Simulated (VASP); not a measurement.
Write the native input for VASP 6.6.1 that does the following.

| Property | Result |
| --- | --- |
| Task | single point |
| Functional | PBE |
| Potentials or basis | VASP PAW PBE potentials, release 64 (O, Mg, C) |
| Cutoff | 520 eV |
| k mesh | 9 × 9 × 1 |
| Occupations | gaussian, width 0.05 eV |
| Spin | collinear spin |
| Starting moments | [0.0, 0.0, 0.0, 0.0, 0.0, 0.0, 2.0] μB |
| Dipole correction | yes |
| Further INCAR settings | ALGO = Normal; EDIFF = 1e-06; NBANDS = 27 |

The structure of Mg3CO3 lies in POSCAR:

```
Mg3CO3
1.0
    3.0085896345      0.0000000000      0.0000000000
   -1.5042948172      2.6055150530      0.0000000000
    0.0000000000      0.0000000000     23.0789991983
O Mg C
3 3 1
Direct
    0.3333333333      0.6666666667      0.1733177408
    0.0000000000      0.0000000000      0.2797566348
    0.6666666667      0.3333333333      0.3878522578
    0.6666666667      0.3333333333      0.2265371878
    0.3333333333      0.6666666667      0.3281901435
    0.0000000000      0.0000000000      0.4367173425
    0.5555555556     -0.5555555556      0.5766714182
```

One way to write it, as run:

INCAR

```
ALGO     = Normal         # electronic algorithm
DIPOL    = 0.5 0.5 0.344
EDIFF    = 1E-6           # SCF threshold, eV
ENCUT    = 520            # plane-wave cutoff, eV
GGA      = PE             # functional
IDIPOL   = 3            
ISIF     = 2              # what is computed and relaxed
ISMEAR   = 0              # smearing method
ISPIN    = 2              # spin polarisation
LASPH    = True           # aspherical terms in the spheres
LCHARG   = False          # write CHGCAR
LDIPOL   = True         
LORBIT   = 11             # projections on sites
LREAL    = False          # projectors in reciprocal space
LWAVE    = False          # write WAVECAR
MAGMOM   = 0 0 0 0 0 0 2  # initial moments
NBANDS   = 27             # bands
NELM     = 150            # most SCF steps
PREC     = Accurate       # precision mode
SIGMA    = 0.05           # smearing width, eV
```

KPOINTS

```
k-points
0
Gamma
  9 9 1
```

Potentials or basis: VASP PAW PBE potentials, release 64 (O, Mg, C).

The run is started by

```sh
$ cat potpaw_PBE.64/O/POTCAR potpaw_PBE.64/Mg/POTCAR potpaw_PBE.64/C/POTCAR > POTCAR
$ mpirun -np 1 vasp_std > vasp.out
```

Results of the run:

```yaml
Largest_force: 2.805 eV/Å
Net_moment: 1.62 μB per cell
Site_moments: O +0.69, -0.00, -0.01; Mg +0.00, -0.00, -0.01; C +0.42 μB
Valence_electrons_inside_the_program's_atomic_spheres: O 4.82, 5.10, 5.07; Mg 0.39, 0.37 (each value once); C 1.94
```

Run time: 38 min on 1 thread of Intel Xeon 8259CL (shared host), peak memory 0.52 GiB.
